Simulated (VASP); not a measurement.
# AlPt (P2_13) in VASP: single point with PBEsol

Aim: the single point of AlPt with PBEsol.

Everything below comes from runs of VASP 6.6.1. Logs are shortened: lines on timing, memory, paths and dates and some standing lists are left out, and cuts for length are marked.

### 1 The cell of the first run

Symmetry: P2_13, No. 198, cubic system. The conventional cell has a = 4.879 Å, b = 4.879 Å, c = 4.879 Å, α = 90.00°, β = 90.00°, γ = 90.00°. Within 3.4 Å of Al (site symmetry 3) lie 7 Pt at 2.60 to 2.63 Å and 6 Al at 3.02 Å. Pt (site symmetry 3) has 7 Al at 2.60 to 2.63 Å and 6 Pt at 3.02 Å within 3.4 Å.

### 2 Single point, PBEsol

Input file INCAR:

```
ALGO = Normal
EDIFF = 1E-6
ENCUT = 500
GGA = PS
GGA_COMPAT = F
ISIF = 2
ISMEAR = -1
LASPH = T
LCHARG = F
LREAL = F
LWAVE = F
NBANDS = 36
NELM = 120
PREC = Accurate
SIGMA = 0.15
```

Input file KPOINTS:

```
k-points
0
Gamma
  3 3 3
```

Input file POSCAR:

```
AlPt
1.0
    4.8789320000      0.0000000000      0.0000000000
    0.0000000000      4.8789320000      0.0000000000
    0.0000000000      0.0000000000      4.8789320000
Al Pt
4 4
Direct
    0.8440320000      0.8440320000      0.8440320000
    0.6559680000      0.1559680000      0.3440320000
    0.3440320000      0.6559680000      0.1559680000
    0.1559680000      0.3440320000      0.6559680000
    0.1550630000      0.1550630000      0.1550630000
    0.3449370000      0.8449370000      0.6550630000
    0.6550630000      0.3449370000      0.8449370000
    0.8449370000      0.6550630000      0.3449370000
```

Potentials or basis: VASP PAW PBE potentials, release 64 (Al, Pt).

On the command line:

```sh
$ cat potpaw_PBE.64/Al/POTCAR potpaw_PBE.64/Pt/POTCAR > POTCAR
$ mpirun -np 1 vasp_std > vasp.out
```

OUTCAR:

```text
EDIFF = 1E-6
   ENCUT = 500
   GGA = PS
   ISIF = 2
   ISMEAR = -1
   LASPH = T
   LREAL = F
   NELM = 120
   PREC = Accurate

 ion  position               nearest neighbor table
   1  0.844  0.844  0.844-   6 2.60   7 2.60   8 2.60   6 2.61   7 2.61   8 2.61   5 2.63   2 3.02
                             3 3.02   2 3.02   3 3.02   4 3.02   4 3.02
   2  0.656  0.156  0.344-   5 2.60   7 2.60   8 2.60   7 2.61   8 2.61   5 2.61   6 2.63   1 3.02
                             1 3.02   4 3.02   4 3.02   3 3.02   3 3.02
   3  0.344  0.656  0.156-   5 2.60   6 2.60   8 2.60   8 2.61   6 2.61   5 2.61   7 2.63   4 3.02
                             1 3.02   4 3.02   1 3.02   2 3.02   2 3.02
   4  0.156  0.344  0.656-   5 2.60   6 2.60   7 2.60   6 2.61   5 2.61   7 2.61   8 2.63   3 3.02
                             2 3.02   2 3.02   3 3.02   1 3.02   1 3.02
   5  0.155  0.155  0.155-   2 2.60   3 2.60   4 2.60   2 2.61   3 2.61   4 2.61   1 2.63   6 3.02
                             7 3.02   8 3.02   6 3.02   8 3.02   7 3.02
   6  0.345  0.845  0.655-   1 2.60   3 2.60   4 2.60   3 2.61   4 2.61   1 2.61   2 2.63   8 3.02
                             5 3.02   5 3.02   7 3.02   7 3.02   8 3.02
   7  0.655  0.345  0.845-   1 2.60   2 2.60   4 2.60   4 2.61   2 2.61   1 2.61   3 2.63   8 3.02
                             5 3.02   8 3.02   6 3.02   6 3.02   5 3.02
   8  0.845  0.655  0.345-   1 2.60   2 2.60   3 2.60   2 2.61   1 2.61   3 2.61   4 2.63   7 3.02
                             5 3.02   7 3.02   5 3.02   6 3.02   6 3.02

  LATTYP: Found a simple cubic cell.
 ALAT       =     4.8789320000

  Lattice vectors:

 A1 = (   4.8789320000,   0.0000000000,   0.0000000000)
 A2 = (   0.0000000000,   4.8789320000,   0.0000000000)
 A3 = (   0.0000000000,   0.0000000000,   4.8789320000)

Analysis of symmetry for initial positions (statically):
=====================================================================
 Subroutine PRICEL returns:
 Original cell was already a primitive cell.

 Routine SETGRP: Setting up the symmetry group for a
 simple cubic supercell.

 Subroutine GETGRP returns: Found 12 space group operations
 (whereof  3 operations were pure point group operations)
 out of a pool of 48 trial point group operations.

The static configuration has the point symmetry C_3 .
 The point group associated with its full space group is T   .

Analysis of symmetry for dynamics (positions and initial velocities):
=====================================================================
 Subroutine PRICEL returns:
 Original cell was already a primitive cell.

 Routine SETGRP: Setting up the symmetry group for a
 simple cubic supercell.

 Subroutine GETGRP returns: Found 12 space group operations
 (whereof  3 operations were pure point group operations)
 out of a pool of 48 trial point group operations.

The dynamic configuration has the point symmetry C_3 .
 The point group associated with its full space group is T   .

 Subroutine INISYM returns: Found 12 space group operations
 (whereof  3 operations are pure point group operations),
 and found     1 'primitive' translations

----------------------------------------------------------------------------------------

                                     Primitive cell

  volume of cell :     116.1380

  direct lattice vectors                    reciprocal lattice vectors
     4.878932000  0.000000000  0.000000000     0.204962889  0.000000000  0.000000000
     0.000000000  4.878932000  0.000000000     0.000000000  0.204962889  0.000000000
     0.000000000  0.000000000  4.878932000     0.000000000  0.000000000  0.204962889

  length of vectors
     4.878932000  4.878932000  4.878932000     0.204962889  0.204962889  0.204962889

  position of ions in fractional coordinates (direct lattice)
     0.844032000  0.844032000  0.844032000
     0.655968000  0.155968000  0.344032000
     0.344032000  0.655968000  0.155968000
     0.155968000  0.344032000  0.655968000
     0.155063000  0.155063000  0.155063000
     0.344937000  0.844937000  0.655063000
     0.655063000  0.344937000  0.844937000
     0.844937000  0.655063000  0.344937000

  ion indices of the primitive-cell ions
   primitive index   ion index
                 1           1
                 2           2
                 3           3
                 4           4
                 5           5
                 6           6
                 7           7
                 8           8

----------------------------------------------------------------------------------------

 KPOINTS: k-points

Automatic generation of k-mesh.
 Grid dimensions read from file:
 generate k-points for:    3    3    3

 Generating k-lattice:

  Cartesian coordinates                     Fractional coordinates (reciprocal lattice)
     0.068320963  0.000000000  0.000000000     0.333333333  0.000000000  0.000000000
     0.000000000  0.068320963  0.000000000     0.000000000  0.333333333  0.000000000
     0.000000000  0.000000000  0.068320963     0.000000000  0.000000000  0.333333333

  Length of vectors
     0.068320963  0.068320963  0.068320963

  Shift w.r.t. Gamma in fractional coordinates (k-lattice)
     0.000000000  0.000000000  0.000000000

 Subroutine IBZKPT returns following result:
 ===========================================

 Found      4 irreducible k-points:

 Following reciprocal coordinates:
            Coordinates               Weight
  0.000000  0.000000  0.000000      1.000000
  0.333333  0.000000  0.000000      6.000000
  0.333333  0.333333  0.000000     12.000000
  0.333333  0.333333  0.333333      8.000000
   k-points           NKPTS =      4   k-points in BZ     NKDIM =      4   number of bands    NBANDS=     36
   number of dos      NEDOS =    301   number of ions     NIONS =      8
   total plane-waves  NPLWV =  46656
   dimension x,y,z NGX =    36 NGY =   36 NGZ =   36
   dimension x,y,z NGXF=    72 NGYF=   72 NGZF=   72
   ions per type =               4   4
   NGX,Y,Z   is equivalent  to a cutoff of  12.27, 12.27, 12.27 a.u.
   NGXF,Y,Z  is equivalent  to a cutoff of  24.53, 24.53, 24.53 a.u.
 SYSTEM =  unknown system
   PREC   = accura    normal or accurate (medium, high low for compatibility)
   ISTART =      0    job   : 0-new  1-cont  2-samecut
   ICHARG =      2    charge: 1-file 2-atom 10-const
   ISPIN  =      1    spin polarized calculation?
   LNONCOLLINEAR =      F non collinear calculations
   LSORBIT =      F    spin-orbit coupling
   LASPH  =      T    aspherical Exc in radial PAW
   ENCUT  =  500.0 eV  36.75 Ry    6.06 a.u.   8.90  8.90  8.90*2*pi/ulx,y,z
   NELM   =    120;   NELMIN=  2; NELMDL= -5     # of ELM steps
   EDIFF  = 0.1E-05   stopping-criterion for ELM
   LREAL  =      F    real-space projection
   EDIFFG = 0.1E-04   stopping-criterion for IOM
   NSW    =      0    number of steps for IOM
   IBRION =     -1    ionic relax: 0-MD 1-quasi-New 2-CG
   NFREE  =      0    steps in history (QN), initial steepest desc. (CG)
   ISIF   =      2    stress and relaxation
   ISYM   =      2    0-nonsym 1-usesym 2-fastsym
   POTIM  = 0.5000    time-step for ionic-motion
   TEBEG  =    0.0;   TEEND  =   0.0 temperature during run
   PSTRESS=    0.0 pullay stress
   NELECT =      52.0000    total number of electrons
   NUPDOWN=      -1.0000    fix difference up-down
   EMIN   =  10.00;   EMAX   =-10.00  energy-range for DOS
   EFERMI =   0.00;   METHOD = LEGACY
   ISMEAR =    -1;   SIGMA  =   0.15  broadening in eV -4-tet -1-fermi 0-gaus
   EFERMI_NEDOS =   21; number of points for ismear=-14 and -15
   IALGO  =     38    algorithm
   IMIX   =      4    mixing-type and parameters
     AMIX     =   0.40;   BMIX     =  1.00
     AMIX_MAG =   1.60;   BMIX_MAG =  1.00
  volume/ion in A,a.u.               =      14.52        97.97
  Fermi-wavevector in a.u.,A,eV,Ry     =   1.252423  2.366737 21.341615  1.568564
  Thomas-Fermi vector in A             =   2.386324
   LORBIT       =      0    0 simple, 1 ext, 2 COOP (PROOUT), +10 PAW based schemes
   GGA     = PS    functional components
   LHFCALC =     F    Hartree Fock is set to
   AEXX    =    0.0000 exact exchange contribution
   IVDW    =     0    specifies the selected vdW correction
   LEPSILON=     F    determine dielectric tensor
   LRPA    =     F    only Hartree local field effects (RPA)
 non-spin polarized calculation
  energy-cutoff  :      500.00
  volume of cell :      116.14
 maximum number of plane-waves:      2950
 NGX is ok and might be reduce to    36
   NGX = 17   NGY = 17   NGZ = 17

 number of electron      51.9999994 magnetization

 Free energy of the ion-electron system (eV)
  ---------------------------------------------------
  ext. energy  EPLUGINS =         0.00000000
  ---------------------------------------------------
  free energy    TOTEN  =       -52.68484344 eV

  energy without entropy =      -52.53205308  energy(sigma->0) =      -52.60844826

 E-fermi :  10.4296     XC(G=0): -12.2710

 val. band max:       10.1879214137   @ k =   0.3333   0.3333   0.0000
 cond. band min:      10.5906435441   @ k =   0.3333   0.3333   0.3333
 fundamental gap:      0.4027221303
 Fermi energy:        10.4296244552

 k-point     1 :       0.0000    0.0000    0.0000
  band No.  band energies     occupation
      1      -0.8344      2.00000
      2       3.4745      2.00000
      3       3.4745      2.00000
      4       3.4745      2.00000
      5       4.9384      2.00000
      6       4.9384      2.00000
[... 28 lines left out ...]
     35      15.5036      0.00000
     36      15.5036      0.00000

 k-point     2 :       0.3333    0.0000    0.0000
  band No.  band energies     occupation
      1      -0.0353      2.00000
      2       2.0210      2.00000
      3       3.6070      2.00000
      4       3.6903      2.00000
      5       4.4781      2.00000
      6       4.7051      2.00000
[... 28 lines left out ...]
     35      15.9677      0.00000
     36      16.9706      0.00000

 k-point     3 :       0.3333    0.3333    0.0000
  band No.  band energies     occupation
      1       0.7124      2.00000
      2       2.4966      2.00000
      3       2.6365      2.00000
      4       3.6910      2.00000
      5       4.3144      2.00000
      6       4.5059      2.00000
[... 28 lines left out ...]
     35      15.9317      0.00000
     36      16.5912      0.00000

 k-point     4 :       0.3333    0.3333    0.3333
  band No.  band energies     occupation
      1       1.4076      2.00000
      2       2.9474      2.00000
      3       3.0232      2.00000
      4       3.1726      2.00000
      5       3.9851      2.00000
      6       4.2091      2.00000
[... 28 lines left out ...]
     35      16.8835      0.00000
     36      17.2488      0.00000

------------------------ aborting loop because EDIFF is reached ----------------------------------------

  FORCE on cell =-STRESS in cart. coord.  units (eV):
  Direction    XX          YY          ZZ          XY          YZ          ZX
  --------------------------------------------------------------------------------------
  -------------------------------------------------------------------------------------
  Total       -0.8890042     -0.8890042     -0.8890042      0.0000000     -0.0000000      0.0000000
  in kB      -12.2642240    -12.2642240    -12.2642240      0.0000000     -0.0000000      0.0000000
  external PRESSURE =     -12.2642240 kB  Pullay stress =       0.0000000 kB

 VOLUME and BASIS-vectors are now :
 -----------------------------------------------------------------------------
  energy-cutoff  :      500.00
  volume of cell :      116.14
      direct lattice vectors                 reciprocal lattice vectors
     4.878932000  0.000000000  0.000000000     0.204962889  0.000000000  0.000000000
     0.000000000  4.878932000  0.000000000     0.000000000  0.204962889  0.000000000
     0.000000000  0.000000000  4.878932000     0.000000000  0.000000000  0.204962889

 POSITION                                       TOTAL-FORCE (eV/Angst)
 -----------------------------------------------------------------------------------
      4.11797      4.11797      4.11797         0.009186      0.009186      0.009186
      3.20042      0.76096      1.67851        -0.009186     -0.009186      0.009186
      1.67851      3.20042      0.76096         0.009186     -0.009186     -0.009186
      0.76096      1.67851      3.20042        -0.009186      0.009186     -0.009186
      0.75654      0.75654      0.75654        -0.044601     -0.044601     -0.044601
      1.68292      4.12239      3.19601         0.044601      0.044601     -0.044601
      3.19601      1.68292      4.12239        -0.044601      0.044601      0.044601
      4.12239      3.19601      1.68292         0.044601     -0.044601      0.044601
 -----------------------------------------------------------------------------------
    total drift:                                0.000000      0.000000      0.000000

  FREE ENERGIE OF THE ION-ELECTRON SYSTEM (eV)
  ---------------------------------------------------
  free  energy   TOTEN  =       -52.6848434410 eV

  energy  without entropy=      -52.5320530833  energy(sigma->0) =      -52.60844826
```

Run time: 24 s. Hardware: 1 thread of Intel Xeon 8259CL, shared host; peak memory 0.2 GiB.

What came out:

| Property | Result |
| --- | --- |
| Free energy | -52.6848 eV |
| Pressure | -1.2 GPa |
| Largest force | 0.077 eV/Å |
| Band gap on the k mesh | zero (bands 26 and 27 overlap by 0.03 eV) |

Forces on the atoms (eV/Å):
```
Al   0.009  0.009  0.009
Al  -0.009 -0.009  0.009
Al   0.009 -0.009 -0.009
Al  -0.009  0.009 -0.009
Pt  -0.045 -0.045 -0.045
Pt   0.045  0.045 -0.045
Pt  -0.045  0.045  0.045
Pt   0.045 -0.045  0.045
```

Levels at points of the mesh, in eV from the Fermi level:
| k point | band 23 | band 24 | band 25 | band 26 | band 27 | band 28 | band 29 | band 30 |
| --- | --- | --- | --- | --- | --- | --- | --- | --- |
| (0.00, 0.00, 0.00) | -1.80 | -1.80 | -0.27 | -0.27 | -0.27 | 4.14 | 4.14 | 4.14 |

Caveat: the k points lie up to 0.43 Å⁻¹ apart; the PAW data sets were made with another functional, which shifts forces and pressure a little; spin-orbit coupling is left out, which moves the levels of the heavy elements.
